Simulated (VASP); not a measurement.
Input of a VASP 6.6.1 run:

INCAR

```
SYSTEM = Ni3Pt
PREC = Accurate
ENCUT = 520
EDIFF = 1E-6
ISMEAR = -1
SIGMA = 0.05
LREAL = .False.
LASPH = .True.
NELM = 150
ALGO = Normal
ISIF = 2
LWAVE = .False.
LCHARG = .False.
ISPIN = 2
MAGMOM = 1.5 1.5 1.5 0.6
LORBIT = 11
LMAXMIX = 4
NBANDS = 32
```

The input KPOINTS:

```
Automatic mesh
0
Gamma
  9 9 9
  0 0 0
```

The input POSCAR:

```
Ni3Pt
1.0
    3.5505752776      0.0000000000      0.0000000000
    0.0000000000      3.5505752776      0.0000000000
    0.0000000000      0.0000000000      3.5505752776
Ni Pt
3 1
Direct
    0.5000000000      0.0000000000      0.5000000000
    0.0000000000      0.5000000000      0.5000000000
    0.5000000000      0.5000000000      0.0000000000
    0.0000000000      0.0000000000      0.0000000000
```

Potentials or basis: VASP PAW LDA potentials, release 64 (Ni, Pt).

Launch:

```sh
$ cat potpaw_LDA.64/Ni/POTCAR potpaw_LDA.64/Pt/POTCAR > POTCAR
$ mpirun -np 1 vasp_std > vasp.out
```

(1) Predict the net moment.

(2) What does it give for the site moments?

## Answers

(1) 1.96 μB per cell.

(2) Ni +0.56; Pt +0.27 μB.
